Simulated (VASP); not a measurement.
# CdTe (Cmcm) in VASP: notebook

Runs on CdTe. Level: PBEsol. Tasks: electric field gradients.

Everything below comes from runs of VASP 6.6.1. Logs are shortened: lines on timing, memory, paths and dates and some standing lists are left out, and cuts for length are marked.

**1. The cell of the first run**

It takes space group Cmcm (No. 63, orthorhombic). Conventional cell: a = 6.151 Å, b = 6.210 Å, c = 6.111 Å, α = 90.00°, β = 90.00°, γ = 90.00°. Within 4.4 Å of Cd (site symmetry m2m) lie 6 Te at 3.04 to 3.17 Å and 10 Cd at 4.12 to 4.37 Å. Within 4.0 Å of Te (site symmetry m2m) lie 6 Cd at 3.04 to 3.17 Å.

**2. Electric field gradients, PBEsol (29.18 Å³/atom)**

Contents of INCAR:

```
SYSTEM = CdTe
ALGO = Normal
EDIFF = 1E-8
ENCUT = 520
GGA = PS
ISIF = 2
ISMEAR = -1
LASPH = .True.
LCHARG = .False.
LEFG = .True.
LREAL = .False.
LWAVE = .False.
NBANDS = 26
NELM = 60
PREC = Accurate
SIGMA = 0.05
```

Contents of KPOINTS:

```
k-points
0
Gamma
  9 9 6
  0 0 0
```

Contents of POSCAR:

```
CdTe
1.0
    3.0754747658     -3.1048901686      0.0000000000
    3.0754747658      3.1048901686      0.0000000000
    0.0000000000      0.0000000000      6.1108868729
Cd Te
2 2
Direct
    0.2770300000      0.7229700000      0.7500000000
    0.7229700000      0.2770300000      0.2500000000
    0.7661370000      0.2338630000      0.7500000000
    0.2338630000      0.7661370000      0.2500000000
```

Potentials or basis: VASP PAW PBE potentials, release 64 (Cd, Te).

Started as:

```console
> cat potpaw_PBE.64/Cd/POTCAR potpaw_PBE.64/Te/POTCAR > POTCAR
> mpirun -np 1 vasp_std > vasp.out
```

OUTCAR:

```text
SYSTEM = CdTe
   EDIFF = 1E-8
   ENCUT = 520
   GGA = PS
   ISIF = 2
   ISMEAR = -1
   LASPH = .True.
   LREAL = .False.
   NELM = 60
   PREC = Accurate

 ion  position               nearest neighbor table
   1  0.277  0.723  0.750-   3 3.04   4 3.07   4 3.07   3 3.08   3 3.08   3 3.17
   2  0.723  0.277  0.250-   4 3.04   3 3.07   3 3.07   4 3.08   4 3.08   4 3.17
   3  0.766  0.234  0.750-   1 3.04   2 3.07   2 3.07   1 3.08   1 3.08   1 3.17
   4  0.234  0.766  0.250-   2 3.04   1 3.07   1 3.07   2 3.08   2 3.08   2 3.17

  LATTYP: Found a base centered orthorhombic cell.
 ALAT       =     6.1509495316
 B/A-ratio  =     1.0095645079
 C/A-ratio  =     0.9934867522

  Lattice vectors:

 A1 = (   3.0754747658,  -3.1048901686,   0.0000000000)
 A2 = (   3.0754747658,   3.1048901686,   0.0000000000)
 A3 = (   0.0000000000,   0.0000000000,   6.1108868729)

Analysis of symmetry for initial positions (statically):
=====================================================================
 Subroutine PRICEL returns:
 Original cell was already a primitive cell.

 Routine SETGRP: Setting up the symmetry group for a
 base centered orthorhombic supercell.

 Subroutine GETGRP returns: Found  8 space group operations
 (whereof  4 operations were pure point group operations)
 out of a pool of  8 trial point group operations.

The static configuration has the point symmetry C_2h.
 The point group associated with its full space group is D_2h.

Analysis of symmetry for dynamics (positions and initial velocities):
=====================================================================
 Subroutine PRICEL returns:
 Original cell was already a primitive cell.

 Routine SETGRP: Setting up the symmetry group for a
 base centered orthorhombic supercell.

 Subroutine GETGRP returns: Found  8 space group operations
 (whereof  4 operations were pure point group operations)
 out of a pool of  8 trial point group operations.

The dynamic configuration has the point symmetry C_2h.
 The point group associated with its full space group is D_2h.

 Subroutine INISYM returns: Found  8 space group operations
 (whereof  4 operations are pure point group operations),
 and found     1 'primitive' translations

[... 145 lines left out ...]

 E-fermi :   3.5120     XC(G=0):  -9.7699

 val. band max:        3.5013718375   @ k =   0.4444   0.0000   0.1667
 cond. band min:       3.5197559135   @ k =   0.3333  -0.0000   0.1667
 fundamental gap:      0.0183840760
 Fermi energy:         3.5120415527

 k-point     1 :       0.0000    0.0000    0.0000
  band No.  band energies     occupation
      1      -7.9280      2.00000
      2      -7.1098      2.00000
      3      -4.6669      2.00000
      4      -4.6544      2.00000
      5      -4.6393      2.00000
      6      -4.6156      2.00000
[... 685 lines left out ...]
     25      12.5303      0.00000
     26      12.6560      0.00000

 [... further k-points ...]

------------------------ aborting loop because EDIFF is reached ----------------------------------------

  FORCE on cell =-STRESS in cart. coord.  units (eV):
  Direction    XX          YY          ZZ          XY          YZ          ZX
  --------------------------------------------------------------------------------------
  -------------------------------------------------------------------------------------
  Total       -2.5759363     -2.5861974     -2.3346017      0.0000000     -0.0000000      0.0000000
  in kB      -35.3633215    -35.5041889    -32.0501992      0.0000000     -0.0000000      0.0000000
  external PRESSURE =     -34.3059032 kB  Pullay stress =       0.0000000 kB

 VOLUME and BASIS-vectors are now :
 -----------------------------------------------------------------------------
  energy-cutoff  :      520.00
  volume of cell :      116.71
      direct lattice vectors                 reciprocal lattice vectors
     3.075474766 -3.104890169  0.000000000     0.162576525 -0.161036292  0.000000000
     3.075474766  3.104890169  0.000000000     0.162576525  0.161036292  0.000000000
     0.000000000  0.000000000  6.110886873     0.000000000  0.000000000  0.163642368

 POSITION                                       TOTAL-FORCE (eV/Angst)
 -----------------------------------------------------------------------------------
      3.07547      1.38459      4.58317         0.000000      0.030526      0.000000
      3.07547     -1.38459      1.52772         0.000000     -0.030526     -0.000000
      3.07547     -1.65265      4.58317         0.000000      0.061993     -0.000000
      3.07547      1.65265      1.52772         0.000000     -0.061993      0.000000
 -----------------------------------------------------------------------------------
    total drift:                                0.000000     -0.000000      0.000000

  FREE ENERGIE OF THE ION-ELECTRON SYSTEM (eV)
  ---------------------------------------------------
  free  energy   TOTEN  =       -10.3871913270 eV

  energy  without entropy=      -10.3695332608  energy(sigma->0) =      -10.37836229

 Electric field gradients (V/A^2)
---------------------------------------------------------------------
 ion       V_xx      V_yy      V_zz      V_xy      V_xz      V_yz
---------------------------------------------------------------------
   1      -0.324     4.987    -4.663    -0.000     0.000    -0.000
   2      -0.324     4.987    -4.663     0.000    -0.000     0.000
   3       7.490    -8.324     0.834    -0.000    -0.000     0.000
   4       7.490    -8.324     0.834     0.000     0.000    -0.000
---------------------------------------------------------------------

 Electric field gradients after diagonalization (V/A^2)
 (convention: |V_zz| > |V_xx| > |V_yy|)
----------------------------------------------------------------------
 ion       V_xx      V_yy      V_zz     asymmetry (V_yy - V_xx)/ V_zz
----------------------------------------------------------------------
   1      -4.663    -0.324     4.987       0.870
   2      -4.663    -0.324     4.987       0.870
   3       7.490     0.834    -8.324       0.800
   4       7.490     0.834    -8.324       0.800
----------------------------------------------------------------------

           NMR quadrupolar parameters

 Cq : quadrupolar parameter    Cq=e*Q*V_zz/h
 eta: asymmetry parameters     (V_yy - V_xx)/ V_zz
 Q  : nuclear electric quadrupole moment in mb (millibarn)
----------------------------------------------------------------------
 ion       Cq(MHz)       eta       Q (mb)
----------------------------------------------------------------------
   1       0.012       0.870       1.000
   2       0.012       0.870       1.000
   3      -0.020       0.800       1.000
   4      -0.020       0.800       1.000
----------------------------------------------------------------------
```

OSZICAR:

```text
N       E                     dE             d eps       ncg     rms          rms(c)
DAV:   1     0.222909032415E+03    0.22291E+03   -0.16507E+04  5200   0.123E+03
DAV:   2    -0.281550850997E+00   -0.22319E+03   -0.21562E+03  5610   0.296E+02
DAV:   3    -0.108272788963E+02   -0.10546E+02   -0.10445E+02  6268   0.650E+01
[... 13 lines left out ...]
DAV:  17    -0.103871912566E+02   -0.88975E-07   -0.90568E-08  5322   0.145E-03    0.730E-03
DAV:  18    -0.103871913285E+02   -0.71905E-07   -0.74826E-08  5638   0.131E-03    0.133E-03
DAV:  19    -0.103871913402E+02   -0.11635E-07   -0.44178E-09  2722   0.364E-04    0.469E-04
DAV:  20    -0.103871913278E+02    0.12387E-07   -0.53295E-10  2708   0.125E-04    0.887E-04
DAV:  21    -0.103871913270E+02    0.82537E-09   -0.13221E-10  2712   0.828E-05
   1 F= -.10387191E+02 E0= -.10378362E+02  d E =-.176581E-01
```

Wall time 5.3 min (1 thread of Intel Xeon 8259CL, shared host); peak memory 0.43 GiB.

Results:

| Property | Result |
| --- | --- |
| Free energy | -10.3872 eV |
| Pressure | -3.4 GPa |
| Largest force | 0.062 eV/Å |
| Band gap on the k mesh | zero (bands 18 and 19 overlap by 1.21 eV) |
| Largest electric field gradient by atom | Cd +5.0; Te -8.3 V/Å² |

Forces on the atoms (eV/Å):
```
Cd   0.000  0.031  0.000
Cd   0.000 -0.031  0.000
Te   0.000  0.062  0.000
Te   0.000 -0.062  0.000
```

Stress tensor (GPa, compression positive):
```
-3.54  0.00  0.00
 0.00 -3.55  0.00
 0.00  0.00 -3.21
```

Electric field gradients, principal values (V/Å²):
| atom | least | middle | greatest (by size) |
| --- | --- | --- | --- |
| 1 Cd | -0.324 | -4.663 | 4.987 |
| 2 Cd | -0.324 | -4.663 | 4.987 |
| 3 Te | 0.834 | 7.490 | -8.324 |
| 4 Te | 0.834 | 7.490 | -8.324 |

Caveat: the cell stands under tension; without QUAD_EFG the Cq values of the log hold for a quadrupole moment of 1 mb, not for the nuclei; the PAW data sets were made with another functional, which shifts forces and pressure a little; spin-orbit coupling is left out, which moves the levels of the heavy elements.

**3. Electric field gradients, PBEsol (30.04 Å³/atom)**

This run uses another cell than the first one, of 30.04 Å³/atom.

Contents of INCAR:

```
PREC = Accurate
ENCUT = 520
EDIFF = 1E-8
ISMEAR = -1
SIGMA = 0.05
LREAL = False
LASPH = True
NELM = 60
ALGO = Normal
ISIF = 2
LWAVE = False
LCHARG = False
GGA = PS
LEFG = True
NBANDS = 26
```

Contents of KPOINTS:

```
Automatic mesh
0
Gamma
  9 9 6
```

Contents of POSCAR:

```
CdTe
1.0
    3.1056284021     -3.1353322095      0.0000000000
    3.1056284021      3.1353322095      0.0000000000
    0.0000000000      0.0000000000      6.1708013492
Cd Te
2 2
Direct
    0.2770300000      0.7229700000      0.7500000000
    0.7229700000      0.2770300000      0.2500000000
    0.7661370000      0.2338630000      0.7500000000
    0.2338630000      0.7661370000      0.2500000000
```

Potentials or basis: VASP PAW PBE potentials, release 64 (Cd, Te).

Started as:

```console
> cat potpaw_PBE.64/Cd/POTCAR potpaw_PBE.64/Te/POTCAR > POTCAR
> mpirun -np 1 vasp_std > vasp.out
```

OUTCAR:

```text
PREC = Accurate
   ENCUT = 520
   EDIFF = 1E-8
   ISMEAR = -1
   LREAL = False
   LASPH = True
   NELM = 60
   ISIF = 2
   GGA = PS

 ion  position               nearest neighbor table
   1  0.277  0.723  0.750-   3 3.07   4 3.10   4 3.10   3 3.11   3 3.11   3 3.20
   2  0.723  0.277  0.250-   4 3.07   3 3.10   3 3.10   4 3.11   4 3.11   4 3.20
   3  0.766  0.234  0.750-   1 3.07   2 3.10   2 3.10   1 3.11   1 3.11   1 3.20
   4  0.234  0.766  0.250-   2 3.07   1 3.10   1 3.10   2 3.11   2 3.11   2 3.20

  LATTYP: Found a base centered orthorhombic cell.
 ALAT       =     6.2112568042
 B/A-ratio  =     1.0095645079
 C/A-ratio  =     0.9934867522

  Lattice vectors:

[... 926 lines left out ...]
---------------------------------------------------------------------
   1      -0.331     4.761    -4.430    -0.000     0.000     0.000
   2      -0.331     4.761    -4.430     0.000    -0.000     0.000
   3       7.053    -8.745     1.692    -0.000    -0.000     0.000
   4       7.053    -8.745     1.692     0.000    -0.000    -0.000
---------------------------------------------------------------------

 Electric field gradients after diagonalization (V/A^2)
 (convention: |V_zz| > |V_xx| > |V_yy|)
----------------------------------------------------------------------
 ion       V_xx      V_yy      V_zz     asymmetry (V_yy - V_xx)/ V_zz
----------------------------------------------------------------------
   1      -4.430    -0.331     4.761       0.861
   2      -4.430    -0.331     4.761       0.861
   3       7.053     1.692    -8.745       0.613
   4       7.053     1.692    -8.745       0.613
----------------------------------------------------------------------

           NMR quadrupolar parameters

 Cq : quadrupolar parameter    Cq=e*Q*V_zz/h
 eta: asymmetry parameters     (V_yy - V_xx)/ V_zz
 Q  : nuclear electric quadrupole moment in mb (millibarn)
----------------------------------------------------------------------
 ion       Cq(MHz)       eta       Q (mb)
----------------------------------------------------------------------
   1       0.012       0.861       1.000
   2       0.012       0.861       1.000
   3      -0.021       0.613       1.000
   4      -0.021       0.613       1.000
----------------------------------------------------------------------
```

stdout:

```text
POSCAR found type information on POSCAR CdTe
 POSCAR found :  2 types and       4 ions
 scaLAPACK will be used
 -----------------------------------------------------------------------------
|                                                                             |
|                                                                             |
|     You enforced a specific xc type in the INCAR file but a different       |
|     I HOPE YOU KNOW WHAT YOU ARE DOING!                                     |
|                                                                             |
 -----------------------------------------------------------------------------

 LDA part: xc-table for (Slater+PW92), standard interpolation
 POSCAR, INCAR and KPOINTS ok, starting setup
 FFT: planning ... GRIDC
 FFT: planning ... GRID_SOFT
 FFT: planning ... GRID
 WAVECAR not read
 entering main loop
ion   1

ion   2

ion   3

ion   4
```

Wall time 5.2 min (1 thread of Intel Xeon 8259CL, shared host); peak memory 0.44 GiB.

Results:

| Item | Value |
| --- | --- |
| Free energy | -10.3016 eV |
| Pressure | -4.5 GPa |
| Largest force | 0.088 eV/Å |
| Band gap on the k mesh | zero (bands 18 and 19 overlap by 1.18 eV) |
| Largest electric field gradient by atom | Cd +4.8; Te -8.7 V/Å² |

Forces on the atoms (eV/Å):
```
Cd   0.000  0.017  0.000
Cd   0.000 -0.017  0.000
Te   0.000  0.088  0.000
Te   0.000 -0.088  0.000
```

Stress tensor (GPa, compression positive):
```
-4.55  0.00  0.00
 0.00 -4.53  0.00
 0.00  0.00 -4.28
```

Levels at points of the mesh, in eV from the Fermi level:
| k point | band 14 | band 15 | band 16 | band 17 | band 18 | band 19 | band 20 | band 21 | band 22 | band 23 |
| --- | --- | --- | --- | --- | --- | --- | --- | --- | --- | --- |
| (0.00, 0.00, 0.00) | -1.90 | -1.87 | -1.29 | -0.40 | -0.36 | -0.31 | 0.04 | 4.27 | 6.88 | 7.04 |
| (0.00, 0.00, 0.50) | -2.81 | -1.20 | -1.20 | -1.15 | -1.15 | 1.56 | 1.56 | 5.07 | 5.07 | 5.39 |

Electric field gradients, principal values (V/Å²):
```
atom   least  middle  greatest (by size)
1 Cd  -0.331  -4.430               4.761
2 Cd  -0.331  -4.430               4.761
3 Te   1.692   7.053              -8.745
4 Te   1.692   7.053              -8.745
```

Caveat: the cell stands under tension; without QUAD_EFG the Cq values of the log hold for a quadrupole moment of 1 mb, not for the nuclei; the PAW data sets were made with another functional, which shifts forces and pressure a little; spin-orbit coupling is left out, which moves the levels of the heavy elements.

(Continued in part 2 of 2.)
